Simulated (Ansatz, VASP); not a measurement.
## Two plane-wave programs on TiAl3

```
CELL_PARAMETERS angstrom
2.90462 0.00000 0.00000
-1.45231 2.51548 0.00000
0.00000 0.00000 18.31299
ATOMIC_POSITIONS crystal
Ti 0.00000 0.00000 0.00000
Ti 0.00000 0.00000 0.50000
Al 0.33333 0.66667 0.12432
Al 0.66667 0.33333 0.62432
Al 0.33333 0.66667 0.37568
Al 0.66667 0.33333 0.87568
Al 0.33333 0.66667 0.75000
Al 0.66667 0.33333 0.25000
```

Change from the starting cell: species swapped into the Co3H type (P6_3/mmc, No. 194).

Alike in both runs: task relaxation of cell and atoms; functional PBE; k mesh 12 × 12 × 2; occupations gaussian, width 0.1 eV; no spin polarisation.

|  | VASP | Ansatz |
| --- | --- | --- |
| version | VASP 6.6.1 | Ansatz 0.2.0 |
| potentials or method | VASP PAW PBE potentials, release 64 (Ti_sv, Al), cutoff 600 eV | scalar-relativistic, plane waves, PAW |
| valence electrons in the cell | 42 | 42 |

VASP gave:

| Property | Result |
| --- | --- |
| gap on the k mesh at the Fermi level, each at its own relaxed structure (eV) | none |
| relaxed volume (Å³/atom) | 16.74 |
| relaxed cell length with the largest relative difference (Å) | 18.223 |

Q: Which values does Ansatz return?

A: gap on the k mesh at the Fermi level, each at its own relaxed structure (eV): none; relaxed volume (Å³/atom): 16.75; relaxed cell length with the largest relative difference (Å): 18.229.

A gap of «none» marks a metal or a gap that the smearing closes.
